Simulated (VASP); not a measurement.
# Bi (R-3m) in VASP: single point with LDA

Aim: the single point of Bi with LDA.

Program: VASP 6.6.1. These are calculated values, not measurements. Logs are shortened: lines on timing, memory, paths and dates and some standing lists are left out, and cuts for length are marked.

## (1) The cell of the first run

It takes space group R-3m (No. 166, trigonal). Conventional cell: a = 4.493 Å, b = 4.493 Å, c = 11.497 Å, α = 90.00°, β = 90.00°, γ = 120.00°. Bi (site symmetry 3m) has 6 Bi at 3.06 to 3.41 Å within 4.0 Å.

## (2) Single point, LDA

INCAR reads:

```
ALGO = Fast
EDIFF = 1E-6
ENCUT = 520
GGA = CA
ISIF = 2
ISMEAR = 0
LASPH = T
LCHARG = F
LREAL = F
LWAVE = F
NBANDS = 22
NELM = 80
PREC = Accurate
SIGMA = 0.1
```

KPOINTS reads:

```
k-points
0
Gamma
  16 16 16
```

POSCAR reads:

```
Bi
1.0
    2.2463797380      1.2969479464      3.8324992495
   -2.2463797380      1.2969479464      3.8324992495
    0.0000000000     -2.5938958929      3.8324992495
Bi
2
Direct
    0.2373128315      0.2373128315      0.2373128315
    0.7626871685      0.7626871685      0.7626871685
```

Potentials or basis: VASP PAW LDA potentials, release 64 (Bi_d).

The run is started by

```bash
$ cat potpaw_LDA.64/Bi_d/POTCAR > POTCAR
$ mpirun -np 1 vasp_std > vasp.out
```

OUTCAR:

```text
EDIFF = 1E-6
   ENCUT = 520
   GGA = CA
   ISIF = 2
   ISMEAR = 0
   LASPH = T
   LREAL = F
   NELM = 80
   PREC = Accurate

 ion  position               nearest neighbor table
   1  0.237  0.237  0.237-   2 3.06   2 3.06   2 3.06   2 3.41   2 3.41   2 3.41
   2  0.763  0.763  0.763-   1 3.06   1 3.06   1 3.06   1 3.41   1 3.41   1 3.41

  LATTYP: Found a trigonal (rhomboedric) cell.
 ALAT       =     4.6277798565
 COS(alpha) =     0.5287504383

  Lattice vectors:

 A1 = (   2.2463797380,   1.2969479464,   3.8324992495)
 A2 = (  -2.2463797380,   1.2969479464,   3.8324992495)
 A3 = (   0.0000000000,  -2.5938958929,   3.8324992495)

Analysis of symmetry for initial positions (statically):
=====================================================================
 Subroutine PRICEL returns:
 Original cell was already a primitive cell.

 Routine SETGRP: Setting up the symmetry group for a
 trigonal (rhombohedral) supercell.

 Subroutine GETGRP returns: Found 12 space group operations
 (whereof 12 operations were pure point group operations)
 out of a pool of 12 trial point group operations.

The static configuration has the point symmetry D_3d.

Analysis of symmetry for dynamics (positions and initial velocities):
=====================================================================
 Subroutine PRICEL returns:
 Original cell was already a primitive cell.

 Routine SETGRP: Setting up the symmetry group for a
 trigonal (rhombohedral) supercell.

 Subroutine GETGRP returns: Found 12 space group operations
 (whereof 12 operations were pure point group operations)
 out of a pool of 12 trial point group operations.

The dynamic configuration has the point symmetry D_3d.

 Subroutine INISYM returns: Found 12 space group operations
 (whereof 12 operations are pure point group operations),
 and found     1 'primitive' translations

----------------------------------------------------------------------------------------

                                     Primitive cell

  volume of cell :      66.9945

  direct lattice vectors                    reciprocal lattice vectors
     2.246379738  1.296947946  3.832499250     0.222580355  0.128506828  0.086975446
    -2.246379738  1.296947946  3.832499250    -0.222580355  0.128506828  0.086975446
     0.000000000 -2.593895893  3.832499250     0.000000000 -0.257013656  0.086975446

  length of vectors
     4.627779857  4.627779857  4.627779857     0.271331435  0.271331435  0.271331435

  position of ions in fractional coordinates (direct lattice)
     0.237312831  0.237312831  0.237312831
     0.762687169  0.762687169  0.762687169

  ion indices of the primitive-cell ions
   primitive index   ion index
                 1           1
                 2           2

----------------------------------------------------------------------------------------

 KPOINTS: k-points

Automatic generation of k-mesh.
 Grid dimensions read from file:
 generate k-points for:   16   16   16

 Generating k-lattice:

  Cartesian coordinates                     Fractional coordinates (reciprocal lattice)
     0.013911272  0.008031677  0.005435965     0.062500000  0.000000000  0.000000000
    -0.013911272  0.008031677  0.005435965     0.000000000  0.062500000  0.000000000
     0.000000000 -0.016063353  0.005435965    -0.000000000 -0.000000000  0.062500000

  Length of vectors
     0.016958215  0.016958215  0.016958215

  Shift w.r.t. Gamma in fractional coordinates (k-lattice)
     0.000000000  0.000000000  0.000000000

 Subroutine IBZKPT returns following result:
 ===========================================

 Found    417 irreducible k-points:

 Following reciprocal coordinates:
            Coordinates               Weight
  0.000000  0.000000  0.000000      1.000000
  0.062500 -0.000000  0.000000      6.000000
  0.125000 -0.000000  0.000000      6.000000
  0.187500  0.000000  0.000000      6.000000
  0.250000 -0.000000  0.000000      6.000000
  0.312500  0.000000  0.000000      6.000000
[... 16 lines left out ...]
 -0.125000  0.062500  0.000000     12.000000
 -0.062500  0.062500  0.000000      6.000000
 [... further k-points ...]
   k-points           NKPTS =    417   k-points in BZ     NKDIM =    417   number of bands    NBANDS=     22
   number of dos      NEDOS =    301   number of ions     NIONS =      2
   total plane-waves  NPLWV =  46656
   dimension x,y,z NGX =    36 NGY =   36 NGZ =   36
   dimension x,y,z NGXF=    72 NGYF=   72 NGZF=   72
   ions per type =               2
   NGX,Y,Z   is equivalent  to a cutoff of  12.93, 12.93, 12.93 a.u.
   NGXF,Y,Z  is equivalent  to a cutoff of  25.86, 25.86, 25.86 a.u.
 SYSTEM =  unknown system
   PREC   = accura    normal or accurate (medium, high low for compatibility)
   ISTART =      0    job   : 0-new  1-cont  2-samecut
   ICHARG =      2    charge: 1-file 2-atom 10-const
   ISPIN  =      1    spin polarized calculation?
   LNONCOLLINEAR =      F non collinear calculations
   LSORBIT =      F    spin-orbit coupling
   LASPH  =      T    aspherical Exc in radial PAW
   ENCUT  =  520.0 eV  38.22 Ry    6.18 a.u.   8.60  8.60  8.60*2*pi/ulx,y,z
   NELM   =     80;   NELMIN=  2; NELMDL= -5     # of ELM steps
   EDIFF  = 0.1E-05   stopping-criterion for ELM
   LREAL  =      F    real-space projection
   EDIFFG = 0.1E-04   stopping-criterion for IOM
   NSW    =      0    number of steps for IOM
   IBRION =     -1    ionic relax: 0-MD 1-quasi-New 2-CG
   NFREE  =      0    steps in history (QN), initial steepest desc. (CG)
   ISIF   =      2    stress and relaxation
   ISYM   =      2    0-nonsym 1-usesym 2-fastsym
   POTIM  = 0.5000    time-step for ionic-motion
   TEBEG  =    0.0;   TEEND  =   0.0 temperature during run
   PSTRESS=    0.0 pullay stress
   NELECT =      30.0000    total number of electrons
   NUPDOWN=      -1.0000    fix difference up-down
   EMIN   =  10.00;   EMAX   =-10.00  energy-range for DOS
   EFERMI =   0.00;   METHOD = LEGACY
   ISMEAR =     0;   SIGMA  =   0.10  broadening in eV -4-tet -1-fermi 0-gaus
   EFERMI_NEDOS =   21; number of points for ismear=-14 and -15
   IALGO  =     68    algorithm
   IMIX   =      4    mixing-type and parameters
     AMIX     =   0.40;   BMIX     =  1.00
     AMIX_MAG =   1.60;   BMIX_MAG =  1.00
  volume/ion in A,a.u.               =      33.50       226.05
  Fermi-wavevector in a.u.,A,eV,Ry     =   1.252475  2.366834 21.343356  1.568692
  Thomas-Fermi vector in A             =   2.386373
   LORBIT       =      0    0 simple, 1 ext, 2 COOP (PROOUT), +10 PAW based schemes
   GGA     = CA    functional components
   LHFCALC =     F    Hartree Fock is set to
   AEXX    =    0.0000 exact exchange contribution
   IVDW    =     0    specifies the selected vdW correction
   LEPSILON=     F    determine dielectric tensor
   LRPA    =     F    only Hartree local field effects (RPA)
 non-spin polarized calculation
 RMM-DIIS sequential band-by-band and
 Gauss-broadening in eV      SIGMA  =   0.10
  energy-cutoff  :      520.00
  volume of cell :       66.99
 maximum number of plane-waves:      1839
   NGX = 17   NGY = 17   NGZ = 17

 number of electron      30.0000007 magnetization

 Free energy of the ion-electron system (eV)
  ---------------------------------------------------
  ext. energy  EPLUGINS =         0.00000000
  ---------------------------------------------------
  free energy    TOTEN  =        -9.12245110 eV

  energy without entropy =       -9.12148710  energy(sigma->0) =       -9.12196910

 E-fermi :   6.6657     XC(G=0): -10.0348

 val. band max:        6.6529472794   @ k =   0.4375  -0.0000   0.0000
 cond. band min:       6.6988060788   @ k =  -0.4375   0.5000   0.4375
 fundamental gap:      0.0458587994
 Fermi energy:         6.6657429827

 k-point     1 :       0.0000    0.0000    0.0000
  band No.  band energies     occupation
      1     -16.2942      2.00000
      2     -16.2942      2.00000
      3     -16.1222      2.00000
      4     -16.1222      2.00000
      5     -16.1110      2.00000
      6     -15.9121      2.00000
[... 14 lines left out ...]
     21      12.3548      0.00000
     22      12.9645      0.00000

 k-point     2 :       0.0625   -0.0000    0.0000
  band No.  band energies     occupation
      1     -16.2905      2.00000
      2     -16.2899      2.00000
      3     -16.1206      2.00000
      4     -16.1198      2.00000
      5     -16.1088      2.00000
      6     -15.9141      2.00000
[... 14 lines left out ...]
     21      12.3999      0.00000
     22      13.3701      0.00000

 k-point     3 :       0.1250   -0.0000    0.0000
  band No.  band energies     occupation
      1     -16.2794      2.00000
      2     -16.2773      2.00000
      3     -16.1158      2.00000
      4     -16.1126      2.00000
      5     -16.1022      2.00000
      6     -15.9202      2.00000
[... 14 lines left out ...]
     21      12.5671      0.00000
     22      14.2104      0.00000

 k-point     4 :       0.1875    0.0000    0.0000
  band No.  band energies     occupation
      1     -16.2618      2.00000
      2     -16.2567      2.00000
      3     -16.1084      2.00000
      4     -16.1012      2.00000
      5     -16.0912      2.00000
      6     -15.9310      2.00000
[... 14 lines left out ...]
     21      12.8883      0.00000
     22      15.2272      0.00000

 k-point     5 :       0.2500   -0.0000    0.0000
  band No.  band energies     occupation
      1     -16.2389      2.00000
      2     -16.2290      2.00000
      3     -16.0992      2.00000
      4     -16.0860      2.00000
      5     -16.0762      2.00000
      6     -15.9467      2.00000
[... 417 lines left out ...]
 k-point    22 :      -0.1875    0.0625   -0.0000
  band No.  band energies     occupation
      1     -16.2636      2.00000
      2     -16.2325      2.00000
      3     -16.1070      2.00000
      4     -16.0968      2.00000
      5     -16.0785      2.00000
      6     -15.9436      2.00000
[... 14 lines left out ...]
     21      13.4856      0.00000
     22      15.1729      0.00000

 k-point    23 :      -0.1250    0.0625    0.0000
  band No.  band energies     occupation
      1     -16.2795      2.00000
      2     -16.2589      2.00000
      3     -16.1142      2.00000
      4     -16.1079      2.00000
      5     -16.0936      2.00000
      6     -15.9286      2.00000
[... 14 lines left out ...]
     21      12.9831      0.00000
     22      14.3217      0.00000

 k-point    24 :      -0.0625    0.0625    0.0000
  band No.  band energies     occupation
      1     -16.2886      2.00000
      2     -16.2784      2.00000
      3     -16.1189      2.00000
      4     -16.1153      2.00000
      5     -16.1041      2.00000
      6     -15.9185      2.00000
[... 14 lines left out ...]
     21      12.6178      0.00000
     22      13.7159      0.00000

 [... further k-points ...]

------------------------ aborting loop because EDIFF is reached ----------------------------------------

  FORCE on cell =-STRESS in cart. coord.  units (eV):
  Direction    XX          YY          ZZ          XY          YZ          ZX
  --------------------------------------------------------------------------------------
  -------------------------------------------------------------------------------------
  Total        0.0444584      0.0444584      0.0327549     -0.0000000     -0.0000000      0.0000000
  in kB        1.0632259      1.0632259      0.7833351     -0.0000000     -0.0000000      0.0000000
  external PRESSURE =       0.9699290 kB  Pullay stress =       0.0000000 kB

 VOLUME and BASIS-vectors are now :
 -----------------------------------------------------------------------------
  energy-cutoff  :      520.00
  volume of cell :       66.99
      direct lattice vectors                 reciprocal lattice vectors
     2.246379738  1.296947946  3.832499250     0.222580355  0.128506828  0.086975446
    -2.246379738  1.296947946  3.832499250    -0.222580355  0.128506828  0.086975446
     0.000000000 -2.593895893  3.832499250     0.000000000 -0.257013656  0.086975446

 POSITION                                       TOTAL-FORCE (eV/Angst)
 -----------------------------------------------------------------------------------
      0.00000     -0.00000      2.72850         0.000000     -0.000000      0.020656
      0.00000     -0.00000      8.76899         0.000000      0.000000     -0.020656
 -----------------------------------------------------------------------------------
    total drift:                               -0.000000     -0.000000      0.000000

  FREE ENERGIE OF THE ION-ELECTRON SYSTEM (eV)
  ---------------------------------------------------
  free  energy   TOTEN  =        -9.1224511033 eV

  energy  without entropy=       -9.1214870996  energy(sigma->0) =       -9.12196910
```

Run time: 8.6 min. Hardware: 1 thread of Intel Xeon Platinum 8259CL at 2.50GHz (Skylake/Cascade Lake), shared host; peak memory 0.54 GiB.

What came out:

* Free energy: -9.1225 eV
* Pressure: 0.1 GPa
* Largest force: 0.021 eV/Å
* Band gap on the k mesh: zero (band 15 reaches 6.64 eV, above the bottom of band 16 at 6.42 eV)

Forces on the atoms (eV/Å):
```
Bi   0.000  0.000  0.021
Bi   0.000  0.000 -0.021
```

Levels at points of the mesh, in eV from the Fermi level:
```
           k point  band 11  band 12  band 13  band 14  band 15  band 16  band 17  band 18  band 19  band 20
(0.00, 0.00, 0.00)   -13.39    -7.32    -1.56    -1.33    -1.33     2.78     3.08     3.08     5.53     5.69
(0.50, 0.00, 0.00)   -11.29   -10.76    -1.14    -1.05    -0.30    -0.25     0.34     0.73     7.80     8.64
(0.50, 0.50, 0.00)   -11.41    -9.45    -5.04    -3.24    -3.13     2.42     5.14     5.46     7.16     9.74
(0.50, 0.50, 0.50)   -11.87   -10.27    -0.84    -0.57    -0.57     0.45     0.45     0.57     7.37     9.11
```

Caveat: spin-orbit coupling is left out, which moves the levels of the heavy elements.
